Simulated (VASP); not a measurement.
Al2Pt: single point with PBE

The system is Al2Pt.

```
Al Pt
1.0
     0.00000    2.97185    2.97185
     2.97185    0.00000    2.97185
     2.97185    2.97185    0.00000
Al Pt
2 1
Direct
  0.25000 0.25000 0.25000
  0.75000 0.75000 0.75000
  0.00000 0.00000 0.00000
```

```yaml
Program: VASP 6.6.1
Task: single point
Functional: PBE
Potentials_or_basis: VASP PAW PBE potentials, release 64 (Al, Pt)
Cutoff: 500 eV
k_mesh: 6 × 6 × 6
Occupations: gaussian, width 0.2 eV
Spin: no spin polarisation
```

```json
{
 "Pressure": "-0.1 GPa",
 "Band gap on the k mesh": "zero (band 8 reaches 11.51 eV, above the bottom of band 9 at 6.13 eV)"
}
```

Levels at points of the mesh, in eV from the Fermi level:
| k point | band 6 | band 7 | band 8 | band 9 | band 10 | band 11 |
| --- | --- | --- | --- | --- | --- | --- |
| (0.00, 0.00, 0.00) | -3.68 | 2.79 | 3.77 | 3.77 | 3.77 | 5.27 |
| (0.50, 0.00, 0.00) | -3.46 | -3.46 | 0.97 | 0.97 | 3.69 | 5.04 |
| (0.50, 0.50, 0.00) | -3.41 | -3.20 | -1.61 | -1.61 | 2.98 | 3.31 |

Wall time 11 s on 1 thread of Intel Xeon 6455B, with other jobs on the host, peak memory 0.18 GiB.

Caveat: spin-orbit coupling is left out, which moves the levels of the heavy elements.
